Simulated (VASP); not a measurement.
TiAl2N3, 12 atoms in the cell. Symmetry: P6_3mc, No. 186, hexagonal system. Conventional cell: a = 3.322 Å, b = 3.322 Å, c = 15.981 Å, α = 90.00°, β = 90.00°, γ = 120.00°. Within 2.7 Å of Ti (site symmetry 3m) lie 4 N at 2.02 to 2.03 Å. Within 2.7 Å of Al (site symmetry 3m) lie 4 N at 2.02 to 2.03 Å. Within 2.7 Å of Al (site symmetry 3m) lie 4 N at 2.02 to 2.03 Å. N (site symmetry 3m) has 3 Ti at 2.02 Å and 1 Al at 2.03 Å within 2.7 Å. Within 2.7 Å of N (site symmetry 3m) lie 4 Al at 2.02 to 2.03 Å. Within 2.7 Å of N (site symmetry 3m) lie 3 Al at 2.02 Å and 1 Ti at 2.03 Å. 

* Program: VASP 6.6.1
* Task: single point
* Functional: PBE
* Potentials or basis: VASP PAW PBE potentials, release 64 (Ti_sv, Al, N)
* Cutoff: 600 eV
* k mesh: 6 × 6 × 1
* Occupations: gaussian, width 0.1 eV
* Spin: collinear spin
* Starting moments: [1.0, 1.0, 0.0, 0.0, 0.0, 0.0, 0.0, 0.0, 0.0, 0.0, 0.0, 0.0] μB
* Dipole correction: no
* Further INCAR settings: ALGO = Normal; EDIFF = 1e-06; NBANDS = 49

Potentials or basis: VASP PAW PBE potentials, release 64 (Ti_sv, Al, N).

The run is started by

```console
$ cat potpaw_PBE.64/Ti_sv/POTCAR potpaw_PBE.64/Al/POTCAR potpaw_PBE.64/N/POTCAR > POTCAR
$ mpirun -np 1 vasp_std > vasp.out
```

Hardware: 1 thread of Oxide Virtual Turin-like Processor, on a shared host.

How long does it take, and how much memory?

Wall time 8.9 min on 1 thread of Oxide Virtual Turin-like Processor, with other jobs on the host, peak memory 0.39 GiB. Counts: scf iterations 19, k points 7.
